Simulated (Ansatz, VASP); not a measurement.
# Two plane-wave programs on KTaO3

```
K Ta O
1.0
     4.75268    0.00000    0.00000
    -2.37634    4.11594    0.00000
     0.00000    0.00000    5.62830
K Ta O
1 1 3
Cartesian
  0.0000 0.0000 0.0000
  0.0000 0.0000 2.8142
  2.3763 0.0000 0.0000
  -1.1882 2.0580 0.0000
  1.1882 2.0580 0.0000
```

Alike in both runs: functional PBE; k mesh 6 × 6 × 4; occupations gaussian, width 0.1 eV; collinear spin.

Ansatz relaxed the structure, and its values are those at the end. VASP's run is a single point on that final structure, the one shown.

```csv
,VASP,Ansatz
version,VASP 6.6.1,Ansatz 0.2.0
potentials or method,"VASP PAW PBE potentials, release 64 (K_sv, Ta_pv, O), cutoff 520 eV","scalar-relativistic, plane waves, PAW"
valence electrons in the cell,38,40
```

|  | VASP | Ansatz | Ansatz less VASP |
| --- | --- | --- | --- |
| gap on the k mesh at the Fermi level (eV) | none | none | - |
| pressure (GPa) | -1.3 | 0.0 | +1.38 |
| net moment per atom (μB) | 0.14 | 0.45 | +0.308 |
| size of the moment on the site where the two differ most (μB) | 0.21 | 2.26 | +2.045 |

The net moments are unlike, so the other rows may belong to different states. Site moments also hang on the region over which each program counts them. A gap of «none» marks a metal or a gap that the smearing closes. VASP's potentials hold 38 valence electrons a cell and Ansatz's 40, so a difference there can come from the potentials and not from the codes.

Spin-orbit coupling is off throughout.
